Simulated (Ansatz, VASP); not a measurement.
**One calculation of Mg, two programs**

```
CELL_PARAMETERS angstrom
-1.45435 1.47650 1.47650
1.47650 -1.45435 1.47650
1.47650 1.47650 -1.45435
ATOMIC_POSITIONS crystal
Mg 0.00000 0.00000 0.00000
```

Change from the starting cell: equal xy, yz and zx shear strains of +1.5 %, crystal datasets.

Alike in both runs: task electric field gradients; functional PBE; k mesh 19 × 19 × 19; occupations fermi-dirac, width 0.03 eV; no spin polarisation.

|  | VASP | Ansatz |
| --- | --- | --- |
| version | VASP 6.6.1 | Ansatz 0.2.0 |
| potentials or method | VASP PAW PBE potentials, release 64 (Mg), cutoff 520 eV | all-electron PAW with datasets made for the crystal, scalar-relativistic |

VASP gave:

- pressure (GPa): 63.5
- traceless stress, the component that is largest in VASP (GPa): -1.94
- size of Vzz on the site where it differs most (V/Å²): 0.9

Q: Which values does Ansatz return?

A: Pressure (GPa): 62.6; traceless stress, the component that is largest in VASP (GPa): -1.92; size of Vzz on the site where it differs most (V/Å²): 0.0.

Both programs put the cell under a high pressure, so it lies far from rest at this level. Ansatz ran all-electron here, and VASP with PAW potentials.

Noted on VASP's run: the cell as given lies far from equilibrium.
